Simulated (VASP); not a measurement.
Runs of VASP 6.6.1 on BAs (sol2). The structure is that of space group F-43m (No. 216), or close to it. The cells are those of the table. 

| task | cell | cutoff (eV) | gap on the mesh (eV) | pressure (GPa) |
| --- | --- | --- | --- | --- |
| single point | a = 3.381, b = 3.381, c = 3.405 Å, angles 59.8, 59.8, 60.5°, 2 atoms | 500 | 0.88 | -1.3 |
| single point | a = 3.379, b = 3.379, c = 3.405 Å, angles 59.7, 59.7, 60.5°, 2 atoms | 500 | 0.87 | -1.2 |
| relaxation of the atoms | atoms relaxed from a = 3.378, b = 3.378, c = 3.405 Å, angles 59.7, 59.7, 60.5°, 2 atoms | 450 | 0.86 | -1.0 |
| relaxation of the atoms | atoms relaxed from a = 3.379, b = 3.379, c = 3.405 Å, angles 59.7, 59.7, 60.5°, 2 atoms | 450 | 0.87 | -1.2 |
| relaxation of the atoms | atoms relaxed from a = 3.381, b = 3.381, c = 3.405 Å, angles 59.8, 59.8, 60.5°, 2 atoms | 450 | 0.88 | -1.2 |
| single point | a = 3.378, b = 3.378, c = 3.405 Å, angles 59.7, 59.7, 60.5°, 2 atoms | 500 | 0.86 | (a) |

Alike in all rows: level PBEsol; potentials or basis VASP PAW PBE potentials, release 64 (B, As); no spin polarisation; k mesh 8 × 8 × 8; smearing gaussian 0.02 eV.

Question: Fill in the values left out.

Answer: (a) -1.1.

Caveats: the PAW data sets were made with another functional, which shifts forces and pressure a little; the relaxation stopped at its first step, so nothing moved (some runs).

A k mesh can miss the band edges, and the runs leave out spin-orbit coupling on As.
